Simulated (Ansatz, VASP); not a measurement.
# InP in VASP and in Ansatz

```
In P
1.0
     0.00000    2.97855    2.97855
     2.97855    0.00000    2.97855
     2.97855    2.97855    0.00000
In P
1 1
Direct
  0.00000 0.00000 0.00000
  0.75000 0.75000 0.75000
```

Change from the starting cell: volume scaled by 1.05, crystal datasets.

Alike in both runs: task electric field gradients; functional PBE; k mesh 11 × 11 × 11; occupations fermi-dirac, width 0.03 eV; no spin polarisation.

```csv
,VASP,Ansatz
version,VASP 6.6.1,Ansatz 0.2.0
potentials or method,"VASP PAW PBE potentials, release 64 (In_d, P), cutoff 520 eV","all-electron PAW with datasets made for the crystal, scalar-relativistic"
```

```csv
,VASP,Ansatz,Ansatz less VASP
pressure (GPa),0.0,0.1,+0.05
```

Ansatz ran all-electron here, and VASP with PAW potentials.
